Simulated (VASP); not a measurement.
Write the native input for VASP 6.6.1 that does the following.

- Task: single point
- Functional: r2SCAN
- Potentials or basis: VASP PAW PBE potentials, release 64 (W_sv)
- Cutoff: 520 eV
- k mesh: 18 × 18 × 18
- Occupations: gaussian, width 0.1 eV
- Spin: no spin polarisation
- Dipole correction: no
- Further INCAR settings: ALGO = Normal; EDIFF = 1e-06; NBANDS = 13

W:

```
W
1.0
    -1.59991    1.59991    1.59991
     1.59991   -1.59991    1.59991
     1.59991    1.59991   -1.59991
W
1
Cartesian
  0.0000 0.0000 0.0000
```

This cell differs from its parent crystal: volume scaled by 1.03.

The input as run:

POSCAR

```
W
1.0
   -1.5999068649      1.5999068649      1.5999068649
    1.5999068649     -1.5999068649      1.5999068649
    1.5999068649      1.5999068649     -1.5999068649
W
1
Direct
    0.0000000000      0.0000000000      0.0000000000
```

INCAR.step1

```
ALGO     = Normal         # electronic algorithm
EDIFF    = 1E-4           # SCF threshold, eV
ENCUT    = 520            # plane-wave cutoff, eV
GGA      = PE             # functional
ISMEAR   = 0              # smearing method
LASPH    = T              # aspherical terms in the spheres
LCHARG   = F              # write CHGCAR
LREAL    = F              # projectors in reciprocal space
LWAVE    = T              # write WAVECAR
NBANDS   = 13             # bands
NELM     = 80             # most SCF steps
PREC     = Accurate       # precision mode
SIGMA    = 0.1            # smearing width, eV
```

INCAR.step2

```
ALGO     = Normal         # electronic algorithm
EDIFF    = 1E-6           # SCF threshold, eV
ENCUT    = 520            # plane-wave cutoff, eV
ISIF     = 2              # what is computed and relaxed
ISMEAR   = 0              # smearing method
ISTART   = 1            
LASPH    = T              # aspherical terms in the spheres
LCHARG   = F              # write CHGCAR
LMIXTAU  = T            
LREAL    = F              # projectors in reciprocal space
LWAVE    = F              # write WAVECAR
METAGGA  = R2SCAN         # meta-GGA
NBANDS   = 13             # bands
NELM     = 80             # most SCF steps
PREC     = Accurate       # precision mode
SIGMA    = 0.1            # smearing width, eV
```

KPOINTS

```
k-points
0
Gamma
  18 18 18
```

Potentials or basis: VASP PAW PBE potentials, release 64 (W_sv).

The run is started by

```bash
$ cat potpaw_PBE.64/W_sv/POTCAR > POTCAR
$ cp INCAR.step1 INCAR
$ mpirun -np 1 vasp_std > vasp.out
$ cp INCAR.step2 INCAR
$ mpirun -np 1 vasp_std > vasp.out
```

It gave:

| Property | Result |
| --- | --- |
| Pressure | -7.7 GPa |
| Band gap on the k mesh | zero (band 7 reaches 15.92 eV, above the bottom of band 8 at 9.59 eV) |

Caveat: the PAW data sets were made with another functional, which shifts forces and pressure a little; spin-orbit coupling is left out, which moves the levels of the heavy elements.

Wall time 98 s on 1 thread of Intel(R) Xeon(R) Platinum 8259CL CPU @ 2.50GHz (Skylake/Cascade Lake), on a shared host, peak memory 0.17 GiB.
